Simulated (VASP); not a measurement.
# TiCo3 (Pm-3m) in VASP: further runs

TiCo3 is run at these levels: PBEsol; tasks: single point.

Everything below comes from runs of VASP 6.6.1. Logs are shortened: lines on timing, memory, paths and dates and some standing lists are left out, and cuts for length are marked.

**1. The cell of the first run**

Symmetry: Pm-3m, No. 221, cubic system. Conventional cell: a = 3.614 Å, b = 3.614 Å, c = 3.614 Å, α = 90.00°, β = 90.00°, γ = 90.00°. Within 3.4 Å of Ti (site symmetry m-3m) lie 12 Co at 2.56 Å. Co (site symmetry 4/mmm) has 4 Ti at 2.56 Å and 8 Co at 2.56 Å within 3.4 Å.

**2. Single point, PBEsol, collinear spin, ferrimagnetic start**

The input, INCAR:

```
  PREC = Accurate
  ENCUT = 520
  EDIFF = 1E-6
  ISMEAR = 0
  SIGMA = 0.1
  LREAL = False
  LASPH = True
  NELM = 150
  ALGO = Fast
  ISIF = 2
  LWAVE = False
  LCHARG = True
  ISPIN = 2
  MAGMOM = -0.42 1.21 1.21 1.21
  LORBIT = 11
  LMAXMIX = 4
  GGA = PS
  LELF = True
  LVHAR = True
  NBANDS = 32
```

The input, KPOINTS:

```
regular mesh
0
Gamma
  14 14 14
```

The input, POSCAR:

```
TiCo3
1.0
    3.6140000000      0.0000000000      0.0000000000
    0.0000000000      3.6140000000      0.0000000000
    0.0000000000      0.0000000000      3.6140000000
Ti Co
1 3
Direct
    0.0000000000      0.0000000000      0.0000000000
    0.0000000000      0.5000000000      0.5000000000
    0.5000000000      0.0000000000      0.5000000000
    0.5000000000      0.5000000000      0.0000000000
```

Potentials or basis: VASP PAW PBE potentials, release 64 (Ti_sv, Co).

Launch:

```sh
$ cat potpaw_PBE.64/Ti_sv/POTCAR potpaw_PBE.64/Co/POTCAR > POTCAR
$ mpirun -np 1 vasp_std > vasp.out
```

OUTCAR:

```text
PREC = Accurate
   ENCUT = 520
   EDIFF = 1E-6
   ISMEAR = 0
   LREAL = False
   LASPH = True
   NELM = 150
   ISIF = 2
   ISPIN = 2
   LORBIT = 11
   GGA = PS

 ion  position               nearest neighbor table
   1  0.000  0.000  0.000-   2 2.56   3 2.56   4 2.56   2 2.56   3 2.56   2 2.56   4 2.56   2 2.56
                             3 2.56   4 2.56   3 2.56   4 2.56
   2  0.000  0.500  0.500-   1 2.56   3 2.56   4 2.56   1 2.56   4 2.56   1 2.56   3 2.56   1 2.56
                             3 2.56   4 2.56   4 2.56   3 2.56
   3  0.500  0.000  0.500-   1 2.56   2 2.56   4 2.56   1 2.56   4 2.56   2 2.56   4 2.56   4 2.56
                             1 2.56   2 2.56   1 2.56   2 2.56
   4  0.500  0.500  0.000-   1 2.56   2 2.56   3 2.56   2 2.56   3 2.56   1 2.56   3 2.56   3 2.56
                             1 2.56   2 2.56   2 2.56   1 2.56

  LATTYP: Found a simple cubic cell.
 ALAT       =     3.6140000000

  Lattice vectors:

 A1 = (   3.6140000000,   0.0000000000,   0.0000000000)
 A2 = (   0.0000000000,   3.6140000000,   0.0000000000)
 A3 = (   0.0000000000,   0.0000000000,   3.6140000000)

Analysis of symmetry for initial positions (statically):
=====================================================================
 Subroutine PRICEL returns:
 Original cell was already a primitive cell.

 Routine SETGRP: Setting up the symmetry group for a
 simple cubic supercell.

 Subroutine GETGRP returns: Found 48 space group operations
 (whereof 48 operations were pure point group operations)
 out of a pool of 48 trial point group operations.

The static configuration has the point symmetry O_h .

Analysis of symmetry for dynamics (positions and initial velocities):
=====================================================================
 Subroutine PRICEL returns:
 Original cell was already a primitive cell.

 Routine SETGRP: Setting up the symmetry group for a
 simple cubic supercell.

 Subroutine GETGRP returns: Found 48 space group operations
 (whereof 48 operations were pure point group operations)
 out of a pool of 48 trial point group operations.

The dynamic configuration has the point symmetry O_h .

Analysis of structural, dynamic, and magnetic symmetry:
=====================================================================
 Subroutine PRICEL returns:
 Original cell was already a primitive cell.

 Routine SETGRP: Setting up the symmetry group for a
 simple cubic supercell.

 Subroutine GETGRP returns: Found 48 space group operations
 (whereof 48 operations were pure point group operations)
 out of a pool of 48 trial point group operations.

The overall configuration has the point symmetry O_h .

 Subroutine INISYM returns: Found 48 space group operations
 (whereof 48 operations are pure point group operations),
 and found     1 'primitive' translations

----------------------------------------------------------------------------------------

                                     Primitive cell

  volume of cell :      47.2024

  direct lattice vectors                    reciprocal lattice vectors
     3.614000000  0.000000000  0.000000000     0.276701716  0.000000000  0.000000000
     0.000000000  3.614000000  0.000000000     0.000000000  0.276701716  0.000000000
     0.000000000  0.000000000  3.614000000     0.000000000  0.000000000  0.276701716

  length of vectors
     3.614000000  3.614000000  3.614000000     0.276701716  0.276701716  0.276701716

  position of ions in fractional coordinates (direct lattice)
     0.000000000  0.000000000  0.000000000
     0.000000000  0.500000000  0.500000000
     0.500000000  0.000000000  0.500000000
     0.500000000  0.500000000  0.000000000

  ion indices of the primitive-cell ions
   primitive index   ion index
                 1           1
                 2           2
                 3           3
                 4           4

----------------------------------------------------------------------------------------

 KPOINTS: regular mesh

Automatic generation of k-mesh.
 Grid dimensions read from file:
[... 22 lines left out ...]
  0.000000  0.000000  0.000000      1.000000
  0.071429  0.000000  0.000000      6.000000
  0.142857  0.000000  0.000000      6.000000
  0.214286  0.000000  0.000000      6.000000
  0.285714  0.000000  0.000000      6.000000
  0.357143  0.000000  0.000000      6.000000
[... 16 lines left out ...]
  0.285714  0.214286  0.000000     24.000000
  0.357143  0.214286  0.000000     24.000000
 [... further k-points ...]
   k-points           NKPTS =    120   k-points in BZ     NKDIM =    120   number of bands    NBANDS=     32
   number of dos      NEDOS =    301   number of ions     NIONS =      4
   total plane-waves  NPLWV =  21952
   dimension x,y,z NGX =    28 NGY =   28 NGZ =   28
   dimension x,y,z NGXF=    56 NGYF=   56 NGZF=   56
   ions per type =               1   3
   NGX,Y,Z   is equivalent  to a cutoff of  12.88, 12.88, 12.88 a.u.
   NGXF,Y,Z  is equivalent  to a cutoff of  25.76, 25.76, 25.76 a.u.
 SYSTEM =  unknown system
   PREC   = accura    normal or accurate (medium, high low for compatibility)
   ISTART =      0    job   : 0-new  1-cont  2-samecut
   ICHARG =      2    charge: 1-file 2-atom 10-const
   ISPIN  =      2    spin polarized calculation?
   LNONCOLLINEAR =      F non collinear calculations
   LSORBIT =      F    spin-orbit coupling
   LASPH  =      T    aspherical Exc in radial PAW
   ENCUT  =  520.0 eV  38.22 Ry    6.18 a.u.   6.72  6.72  6.72*2*pi/ulx,y,z
   NELM   =    150;   NELMIN=  2; NELMDL= -5     # of ELM steps
   EDIFF  = 0.1E-05   stopping-criterion for ELM
   LREAL  =      F    real-space projection
   EDIFFG = 0.1E-04   stopping-criterion for IOM
   NSW    =      0    number of steps for IOM
   IBRION =     -1    ionic relax: 0-MD 1-quasi-New 2-CG
   NFREE  =      0    steps in history (QN), initial steepest desc. (CG)
   ISIF   =      2    stress and relaxation
   ISYM   =      2    0-nonsym 1-usesym 2-fastsym
   POTIM  = 0.5000    time-step for ionic-motion
   TEBEG  =    0.0;   TEEND  =   0.0 temperature during run
   PSTRESS=    0.0 pullay stress
   NELECT =      39.0000    total number of electrons
   NUPDOWN=      -1.0000    fix difference up-down
   EMIN   =  10.00;   EMAX   =-10.00  energy-range for DOS
   EFERMI =   0.00;   METHOD = LEGACY
   ISMEAR =     0;   SIGMA  =   0.10  broadening in eV -4-tet -1-fermi 0-gaus
   EFERMI_NEDOS =   21; number of points for ismear=-14 and -15
   IALGO  =     68    algorithm
   IMIX   =      4    mixing-type and parameters
     AMIX     =   0.40;   BMIX     =  1.00
     AMIX_MAG =   1.60;   BMIX_MAG =  1.00
  volume/ion in A,a.u.               =      11.80        79.63
  Fermi-wavevector in a.u.,A,eV,Ry     =   1.536178  2.902956 32.107613  2.359843
  Thomas-Fermi vector in A             =   2.642863
   LORBIT       =     11    0 simple, 1 ext, 2 COOP (PROOUT), +10 PAW based schemes
   GGA     = PS    functional components
   LHFCALC =     F    Hartree Fock is set to
   AEXX    =    0.0000 exact exchange contribution
   IVDW    =     0    specifies the selected vdW correction
   LEPSILON=     F    determine dielectric tensor
   LRPA    =     F    only Hartree local field effects (RPA)
 spin polarized calculation
 RMM-DIIS sequential band-by-band and
 Gauss-broadening in eV      SIGMA  =   0.10
  energy-cutoff  :      520.00
  volume of cell :       47.20
 maximum number of plane-waves:      1328
 NGX is ok and might be reduce to    28
   NGX = 13   NGY = 13   NGZ = 13

 number of electron      39.0000031 magnetization       0.0099571

 number of electron      39.0000031 magnetization      -0.0007573

 Free energy of the ion-electron system (eV)
  ---------------------------------------------------
  ext. energy  EPLUGINS =         0.00000000
  ---------------------------------------------------
  free energy    TOTEN  =       -32.54613671 eV

  energy without entropy =      -32.51599315  energy(sigma->0) =      -32.53106493

 E-fermi :   9.6544     XC(G=0): -13.2544

 val. band max:        9.6461115270   @ k =   0.5000   0.0714   0.0714
 cond. band min:       9.6551860398   @ k =   0.4286   0.0714   0.0714
 fundamental gap:      0.0090745128
 Fermi energy:         9.6544331093

 spin component 1

 k-point     1 :       0.0000    0.0000    0.0000
  band No.  band energies     occupation
      1     -46.6224      1.00000
      2     -22.9676      1.00000
      3     -22.9676      1.00000
      4     -22.9676      1.00000
      5       1.8160      1.00000
      6       5.5761      1.00000
[... 805 lines left out ...]
     30      20.7647      0.00000
     31      21.5502      0.00000

 [... further k-points ...]

 spin component 2

 k-point     1 :       0.0000    0.0000    0.0000
  band No.  band energies     occupation
      1     -46.6225      1.00000
      2     -22.9678      1.00000
      3     -22.9678      1.00000
      4     -22.9678      1.00000
      5       1.8159      1.00000
      6       5.5760      1.00000
[... 805 lines left out ...]
     30      20.7612      0.00000
     31      21.5501      0.00000

 [... further k-points ...]

 [bands above 31 left out]

------------------------ aborting loop because EDIFF is reached ----------------------------------------

  FORCE on cell =-STRESS in cart. coord.  units (eV):
  Direction    XX          YY          ZZ          XY          YZ          ZX
  --------------------------------------------------------------------------------------
  -------------------------------------------------------------------------------------
  Total       -4.5590691     -4.5590691     -4.5590691      0.0000000     -0.0000000      0.0000000
  in kB     -154.7470267   -154.7470267   -154.7470267      0.0000000     -0.0000000      0.0000000
  external PRESSURE =    -154.7470267 kB  Pullay stress =       0.0000000 kB

 VOLUME and BASIS-vectors are now :
 -----------------------------------------------------------------------------
  energy-cutoff  :      520.00
  volume of cell :       47.20
      direct lattice vectors                 reciprocal lattice vectors
     3.614000000  0.000000000  0.000000000     0.276701716  0.000000000  0.000000000
     0.000000000  3.614000000  0.000000000     0.000000000  0.276701716  0.000000000
     0.000000000  0.000000000  3.614000000     0.000000000  0.000000000  0.276701716

 POSITION                                       TOTAL-FORCE (eV/Angst)
 -----------------------------------------------------------------------------------
      0.00000      0.00000      0.00000         0.000000      0.000000      0.000000
      0.00000      1.80700      1.80700         0.000000      0.000000      0.000000
      1.80700      0.00000      1.80700         0.000000      0.000000      0.000000
      1.80700      1.80700      0.00000         0.000000      0.000000      0.000000
 -----------------------------------------------------------------------------------
    total drift:                                0.000000      0.000000      0.000000

  FREE ENERGIE OF THE ION-ELECTRON SYSTEM (eV)
  ---------------------------------------------------
  free  energy   TOTEN  =       -32.5461367105 eV

  energy  without entropy=      -32.5159931531  energy(sigma->0) =      -32.53106493

 total charge

# of ion       s       p       d       tot
------------------------------------------
    1        2.261   6.185   1.914  10.361
    2        0.497   0.488   7.310   8.296
    3        0.497   0.488   7.310   8.296
    4        0.497   0.488   7.310   8.296
--------------------------------------------------
tot          3.754   7.649  23.846  35.248

 magnetization (x)

# of ion       s       p       d       tot
------------------------------------------
    1       -0.000  -0.000  -0.000  -0.000
    2       -0.000  -0.000  -0.000  -0.000
    3       -0.000  -0.000  -0.000  -0.000
    4       -0.000  -0.000  -0.000  -0.000
--------------------------------------------------
tot         -0.000  -0.000  -0.000  -0.001
```

Run time: 12 min. Hardware: 1 thread of Intel Xeon Platinum 8259CL at 2.50GHz (Skylake/Cascade Lake), shared host; peak memory 0.37 GiB.

Results:

- Free energy: -32.5461 eV
- Pressure: -15.5 GPa
- Net moment: 0.00 μB per cell
- Valence electrons inside the program's atomic spheres: Ti 10.36; Co 8.30

Levels at points of the mesh, in eV from the Fermi level:
Spin up:
```
           k point  band 16  band 17  band 18  band 19  band 20  band 21  band 22  band 23  band 24  band 25
(0.00, 0.00, 0.00)    -0.04     0.44     0.66     0.66     0.66     2.45     2.45     3.23     3.23     3.23
(0.50, 0.00, 0.00)    -0.66    -0.53    -0.53    -0.45     0.10     0.66     1.18     1.18     1.87     2.37
(0.50, 0.50, 0.00)    -1.16    -0.82    -0.73    -0.73    -0.34    -0.32     1.66     1.66     2.05     2.05
(0.50, 0.50, 0.50)    -0.88     0.04     0.46     0.46     0.46     0.77     0.77     0.77     2.09     2.09
```
Spin down:
| k point | band 16 | band 17 | band 18 | band 19 | band 20 | band 21 | band 22 | band 23 | band 24 | band 25 |
| --- | --- | --- | --- | --- | --- | --- | --- | --- | --- | --- |
| (0.00, 0.00, 0.00) | -0.04 | 0.44 | 0.66 | 0.66 | 0.66 | 2.45 | 2.45 | 3.23 | 3.23 | 3.23 |
| (0.50, 0.00, 0.00) | -0.66 | -0.53 | -0.53 | -0.45 | 0.10 | 0.66 | 1.18 | 1.18 | 1.87 | 2.37 |
| (0.50, 0.50, 0.00) | -1.16 | -0.82 | -0.73 | -0.73 | -0.34 | -0.32 | 1.66 | 1.66 | 2.05 | 2.05 |
| (0.50, 0.50, 0.50) | -0.88 | 0.04 | 0.46 | 0.46 | 0.46 | 0.77 | 0.77 | 0.77 | 2.09 | 2.09 |

Caveat: the PAW data sets were made with another functional, which shifts forces and pressure a little.

**3. Single point, PBEsol, collinear spin, ferrimagnetic start**

The input, INCAR:

```
SYSTEM = TiCo3
ALGO     = Normal         ! electronic algorithm
EDIFF    = 1E-6           ! SCF threshold, eV
ENCUT    = 520            ! plane-wave cutoff, eV
GGA      = PS             ! functional
ISIF     = 2              ! what is computed and relaxed
ISMEAR   = -1             ! smearing method
ISPIN    = 2              ! spin polarisation
LASPH    = .TRUE.         ! aspherical terms in the spheres
LCHARG   = .TRUE.         ! write CHGCAR
LELF     = .TRUE.         ! ELF
LMAXMIX  = 4              ! l up to which the mixer works
LORBIT   = 11             ! projections on sites
LREAL    = .FALSE.        ! projectors in reciprocal space
LVHAR    = .TRUE.       
LWAVE    = .FALSE.        ! write WAVECAR
MAGMOM   = -0.42 1.21 1.21 1.21 ! initial moments
NBANDS   = 32             ! bands
NELM     = 150            ! most SCF steps
PREC     = Accurate       ! precision mode
SIGMA    = 0.2            ! smearing width, eV
```

The input, KPOINTS:

```
k-points
0
G
  12 12 12
  0 0 0
```

POSCAR is that of step 2.

Potentials or basis: VASP PAW PBE potentials, release 64 (Ti_sv, Co).

Launch:

```sh
$ cat potpaw_PBE.64/Ti_sv/POTCAR potpaw_PBE.64/Co/POTCAR > POTCAR
$ mpirun -np 1 vasp_std > vasp.out
```

It took 8.2 min on 1 thread of Oxide Virtual Turin-like, shared host; peak memory 0.27 GiB.

The run converged. Its results:

```yaml
Free_energy: -32.9367 eV
Pressure: -11.8 GPa
Net_moment: 1.78 μB per cell
Site_moments: Ti -0.27; Co +0.71 μB
Valence_electrons_inside_the_program's_atomic_spheres: Ti 10.37; Co 8.29
```

Levels at points of the mesh, in eV from the Fermi level:
Spin up:
| k point | band 19 | band 20 | band 21 | band 22 | band 23 | band 24 |
| --- | --- | --- | --- | --- | --- | --- |
| (0.00, 0.00, 0.00) | 0.15 | 0.15 | 2.19 | 2.19 | 3.08 | 3.08 |
| (0.50, 0.00, 0.00) | -0.98 | -0.48 | 0.15 | 1.04 | 1.04 | 1.62 |
| (0.50, 0.50, 0.00) | -1.29 | -0.81 | -0.78 | 1.54 | 1.54 | 1.62 |
| (0.50, 0.50, 0.50) | -0.07 | -0.07 | 0.65 | 0.65 | 0.65 | 1.79 |
Spin down:
```csv
k point,band 15,band 16,band 17,band 18,band 19,band 20,band 21,band 22,band 23,band 24
"(0.00, 0.00, 0.00)",0.22,0.22,0.74,0.93,0.93,0.93,2.45,2.45,3.07,3.07
"(0.50, 0.00, 0.00)",-0.78,-0.46,-0.34,-0.34,-0.20,0.38,0.94,1.07,1.07,1.87
"(0.50, 0.50, 0.00)",-1.43,-1.24,-0.56,-0.48,-0.48,-0.19,-0.07,1.55,1.55,1.97
"(0.50, 0.50, 0.50)",-0.81,-0.81,-0.10,0.58,0.58,0.58,0.75,0.75,0.75,2.15
```

Caveat: the PAW data sets were made with another functional, which shifts forces and pressure a little.

**4. Single point, PBEsol, collinear spin, ferrimagnetic start**

The input, INCAR:

```
ALGO = Normal ; EDIFF = 1E-6
ENCUT = 520 ; GGA = PS
ISIF = 2 ; ISMEAR = -1
ISPIN = 2 ; LASPH = T
LCHARG = F ; LMAXMIX = 4
LORBIT = 11 ; LREAL = F
LWAVE = F ; MAGMOM = -0.42 1.21 1.21 1.21
NBANDS = 32 ; NELM = 150
PREC = Accurate ; SIGMA = 0.5
```

The input, KPOINTS:

```
k-points
0
Gamma
  12 12 12
```

POSCAR is that of step 3.

Launch:

```sh
$ cat potpaw_PBE.64/Ti_sv/POTCAR potpaw_PBE.64/Co/POTCAR > POTCAR
$ mpirun -np 1 vasp_std > vasp.out
```

It took 7.5 min on 1 thread of Oxide Virtual Turin-like, shared host; peak memory 0.27 GiB.

The run converged. Its results:

| Quantity | Value |
| --- | --- |
| Free energy | -34.8004 eV |
| Pressure | -5.4 GPa |
| Net moment | 0.00 μB per cell |
| Valence electrons inside the program's atomic spheres | Ti 10.39; Co 8.29 |

Levels at points of the mesh, in eV from the Fermi level:
Spin up:
| k point | band 17 | band 18 | band 19 | band 20 | band 21 | band 22 | band 23 | band 24 |
| --- | --- | --- | --- | --- | --- | --- | --- | --- |
| (0.00, 0.00, 0.00) | 0.11 | 0.36 | 0.36 | 0.36 | 2.20 | 2.20 | 2.88 | 2.88 |
| (0.50, 0.00, 0.00) | -0.86 | -0.86 | -0.79 | -0.24 | 0.36 | 0.94 | 0.94 | 1.61 |
| (0.50, 0.50, 0.00) | -1.15 | -1.07 | -1.07 | -0.70 | -0.62 | 1.44 | 1.44 | 1.73 |
| (0.50, 0.50, 0.50) | -0.34 | 0.15 | 0.15 | 0.15 | 0.43 | 0.43 | 0.43 | 1.83 |
Spin down:
```tsv
k point	band 17	band 18	band 19	band 20	band 21	band 22	band 23	band 24
(0.00, 0.00, 0.00)	0.11	0.36	0.36	0.36	2.20	2.20	2.88	2.88
(0.50, 0.00, 0.00)	-0.86	-0.86	-0.79	-0.24	0.36	0.94	0.94	1.61
(0.50, 0.50, 0.00)	-1.15	-1.07	-1.07	-0.70	-0.62	1.44	1.44	1.73
(0.50, 0.50, 0.50)	-0.34	0.15	0.15	0.15	0.43	0.43	0.43	1.83
```

Caveat: the PAW data sets were made with another functional, which shifts forces and pressure a little.

**5. Summary**

| k mesh | smearing | gap on the mesh (eV) | pressure (GPa) | moment (μB) |
| --- | --- | --- | --- | --- |
| 14 × 14 × 14 | gaussian 0.1 eV | none | -15.5 | 0.00 |
| 12 × 12 × 12 | fermi-dirac 0.2 eV | none | -11.8 | 1.78 |
| 12 × 12 × 12 | fermi-dirac 0.5 eV | none | -5.4 | 0.00 |

Alike in all rows: task single point; level PBEsol; potentials or basis VASP PAW PBE potentials, release 64 (Ti_sv, Co); spin collinear, ferrimagnetic start; cell as given; cutoff (eV) 520.

Every run on the cell as given and a fine mesh finds a metal.

Caveats: the PAW data sets were made with another functional, which shifts forces and pressure a little.

Total energies depend on the potentials used, so only differences within one code and one set of settings carry meaning.
